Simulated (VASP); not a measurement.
Set up this calculation in VASP 6.6.1, as the native input.

```yaml
Task: single point
Functional: PBE
Potentials_or_basis: VASP PAW PBE potentials, release 64 (Cs_sv, Na_pv)
Cutoff: 520 eV
k_mesh: 4 × 4 × 4
Occupations: gaussian, width 0.1 eV
Spin: no spin polarisation
Dipole_correction: no
Further_INCAR_settings: ALGO = Normal; EDIFF = 1e-06; NBANDS = 34
```

The structure of CsNa6 lies in POSCAR:

```
CsNa6
1.0
    5.4539909900      0.0000000000      0.0000000000
    0.0000000000      5.4539909900      0.0000000000
    0.0000000000      0.0000000000      5.4539909900
Cs Na
1 6
Direct
    0.0000000000      0.0000000000      0.0000000000
    0.8001218400      0.5000000000      0.5000000000
    0.1998781600      0.5000000000      0.5000000000
    0.5000000000      0.5000000000      0.8001218400
    0.5000000000      0.5000000000      0.1998781600
    0.5000000000      0.1998781600      0.5000000000
    0.5000000000      0.8001218400      0.5000000000
```

The cell was built from a structure type or drawn by symmetry, and may not be a known phase.

One way to write it, as run:

INCAR

```
PREC     = Accurate       # precision mode
ENCUT    = 520            # plane-wave cutoff, eV
EDIFF    = 1E-6           # SCF threshold, eV
ISMEAR   = 0              # smearing method
SIGMA    = 0.1            # smearing width, eV
LREAL    = F              # projectors in reciprocal space
LASPH    = T              # aspherical terms in the spheres
NELM     = 80             # most SCF steps
ALGO     = Normal         # electronic algorithm
ISIF     = 2              # what is computed and relaxed
LWAVE    = F              # write WAVECAR
LCHARG   = F              # write CHGCAR
GGA      = PE             # functional
NBANDS   = 34             # bands
```

KPOINTS

```
Automatic mesh
0
Gamma
  4 4 4
```

Potentials or basis: VASP PAW PBE potentials, release 64 (Cs_sv, Na_pv).

Launch:

```bash
$ cat potpaw_PBE.64/Cs_sv/POTCAR potpaw_PBE.64/Na_pv/POTCAR > POTCAR
$ mpirun -np 1 vasp_std > vasp.out
```

Results of the run:

```json
{"Pressure": "24.9 GPa", "Largest force": "2.947 eV/Å", "Band gap on the k mesh": "zero (an odd number of electrons rules out a gap without spin polarisation)"}
```

Caveat: the cell stands under pressure; spin-orbit coupling is left out, which moves the levels of the heavy elements; forces of over 1 eV/Å act on the atoms, so gaps and moduli don't describe the material at rest.

Run time: 82 s on 1 thread of AMD EPYC 7R13, with other jobs on the host, peak memory 0.23 GiB.
